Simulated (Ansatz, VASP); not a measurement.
# One calculation of HgTe, two programs

```xyz
2
Lattice="0.0000 3.4197 3.2892 3.4197 0.0000 3.2892 3.4197 3.4197 0.0000" Properties=species:S:1:pos:R:3 pbc="T T T"
Hg    0.0000    0.0000    0.0000
Te    1.7099    1.7099    1.6446
```

Change from the starting cell: biaxial_xy strain +4.0%.

Alike in both runs: task single point; functional HSE06; k mesh 4 × 4 × 4; occupations fermi-dirac, width 0.02 eV; no spin polarisation.

|  | VASP | Ansatz |
| --- | --- | --- |
| version | VASP 6.6.1 | Ansatz 0.2.0 |
| potentials or method | VASP PAW PBE potentials, release 64 (Hg, Te) | plane waves, PAW |
| plane-wave cutoff (eV) | 520 | 420 |
| valence electrons in the cell | 18 | 36 |

```csv
,VASP,Ansatz,Ansatz less VASP
pressure (GPa),-2.5,-2.5,+0.06
"traceless stress, the component that is largest in VASP (GPa)",0.36,0.36,-0.002
```

The functional is the same, so the differences come from potentials, cutoffs and numerics. VASP's potentials hold 18 valence electrons a cell and Ansatz's 36, so a difference there can come from the potentials and not from the codes. Ansatz's warnings: stress exchange threshold loose, stress scf threshold loose.

Spin-orbit coupling is off throughout.
